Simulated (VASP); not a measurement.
Set up this calculation in VASP 6.6.1, as the native input.

* Task: relaxation of cell and atoms
* Functional: PBE
* Potentials or basis: VASP PAW PBE potentials, release 64 (Ge_d)
* Cutoff: 600 eV
* k mesh: 15 × 15 × 15
* Occupations: fermi-dirac, width 0.05 eV
* Spin: no spin polarisation
* Target pressure: 24 GPa
* Dipole correction: no
* Further INCAR settings: ALGO = Normal; EDIFF = 1e-06; IBRION = 2; EDIFFG = -0.005; NSW = 60; ISIF = 3

The structure of Ge lies in POSCAR:

```
Ge
1.0
    2.5278687061      0.0000000000      0.0000000000
    0.0000000000      2.5278687061      0.0000000000
    0.0000000000      0.0000000000      2.5278687061
Ge
1
Direct
    0.0000000000      0.0000000000      0.0000000000
```

This isn't the form of Ge at room conditions, which is diamond.

The input as run:

INCAR

```
SYSTEM = Ge
  PREC = Accurate
  ENCUT = 600
  EDIFF = 1E-6
  ISMEAR = -1
  SIGMA = 0.05
  LREAL = .FALSE.
  LASPH = .TRUE.
  NELM = 100
  ALGO = Normal
  ISIF = 3
  LWAVE = .FALSE.
  LCHARG = .FALSE.
  GGA = PE
  IBRION = 2
  NSW = 60
  EDIFFG = -0.005
  PSTRESS = 240.0
```

KPOINTS

```
regular mesh
0
G
  15 15 15
  0 0 0
```

Potentials or basis: VASP PAW PBE potentials, release 64 (Ge_d).

Launch:

```bash
$ cat potpaw_PBE.64/Ge_d/POTCAR > POTCAR
$ mpirun -np 1 vasp_std > vasp.out
```

It gave:

```json
{"Relaxed volume": "16.04 Å³/atom", "Relaxed cell": "a = 2.522 Å, b = 2.522 Å, c = 2.522 Å, α = 90.00°, β = 90.00°, γ = 90.00°", "Space group after relaxing (to 0.1 Å)": "Pm-3m (No. 221)", "Energy change on relaxing (the run minimises the enthalpy)": "+16.8 meV/atom", "Ionic steps": "9", "Pressure after relaxing": "24.0 GPa", "Band gap on the k mesh": "zero (bands 7 and 8 overlap by 10.56 eV)"}
```

Caveat: the cell is relaxed towards a set pressure, so the run minimises the enthalpy, not the energy.

Wall time 100 s on 1 thread of Intel Xeon 8259CL, with other jobs on the host, peak memory 0.15 GiB.
